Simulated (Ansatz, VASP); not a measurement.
## MgB2 in VASP and in Ansatz

INCAR

```
SYSTEM = MgB2
ALGO     = Normal         ! electronic algorithm
EDIFF    = 1E-6           ! SCF threshold, eV
ENCUT    = 520            ! plane-wave cutoff, eV
GGA      = PE             ! functional
ISIF     = 2              ! what is computed and relaxed
ISMEAR   = -1             ! smearing method
LASPH    = .True.         ! aspherical terms in the spheres
LCHARG   = .False.        ! write CHGCAR
LREAL    = .False.        ! projectors in reciprocal space
LWAVE    = .False.        ! write WAVECAR
NBANDS   = 11             ! bands
NELM     = 80             ! most SCF steps
PREC     = Accurate       ! precision mode
SIGMA    = 0.05           ! smearing width, eV
```

Contents of KPOINTS:

```
k-points
0
Gamma
  6 6 4
  0 0 0
```

POSCAR

```
MgB2
1.0
    3.0850000000      0.0000000000      0.0000000000
   -1.5425000000      2.6716883707      0.0000000000
    0.0000000000      0.0000000000      3.5230000000
Mg B
1 2
Direct
    0.0000000000      0.0000000000      0.0000000000
    0.6666666667      0.3333333333      0.5000000000
    0.3333333333      0.6666666667      0.5000000000
```

The input input.yaml:

```yaml
crystal:
  lattice:
    - [3.085, 0.0, 0.0]
    - [-1.5425, 2.6716883707, 0.0]
    - [0.0, 0.0, 3.523]
  atoms:
    - { symbol: Mg, position: [0.0, 0.0, 0.0] }
    - { symbol: B, position: [0.6666666667, 0.3333333333, 0.5] }
    - { symbol: B, position: [0.3333333333, 0.6666666667, 0.5] }
hamiltonian:
  xc: pbe
  pseudopotentials: { kind: paw }
kpoints:
  mp_grid: { grid: [6, 6, 4] }
scf:
  occupations: { method: fermi_dirac, width: 0.05 }
output:
  forces: true
  stress: true
  eigenvalues: true
  write_density: true
  write_potential: true
  elf: true
  volumetric_format: npy
```

Alike in both runs: task single point; functional PBE; k mesh 6 × 6 × 4; occupations fermi-dirac, width 0.05 eV; no spin polarisation.

|  | VASP | Ansatz |
| --- | --- | --- |
| version | VASP 6.6.1 | Ansatz 0.2.0 |
| potentials or method | VASP PAW PBE potentials, release 64 (Mg, B) | Ansatz PAW |
| plane-wave cutoff (eV) | 520 | 420 |
| valence electrons in the cell | 8 | 16 |

Ansatz gave:

* gap on the k mesh at the Fermi level (eV): none
* pressure (GPa): -1.0
* traceless stress, the component that is largest in VASP (GPa): -3.13

Problem. Estimate VASP's values.

Solution. gap on the k mesh at the Fermi level (eV): none; pressure (GPa): -1.3; traceless stress, the component that is largest in VASP (GPa): -3.27.

A gap of «none» marks a metal or a gap that the smearing closes. With one functional, cell and mesh, what is left measures potentials, basis and numerics. VASP's potentials hold 8 valence electrons a cell and Ansatz's 16, so a difference there can come from the potentials and not from the codes.

The k mesh is coarse, so the values compare programs but aren't converged.
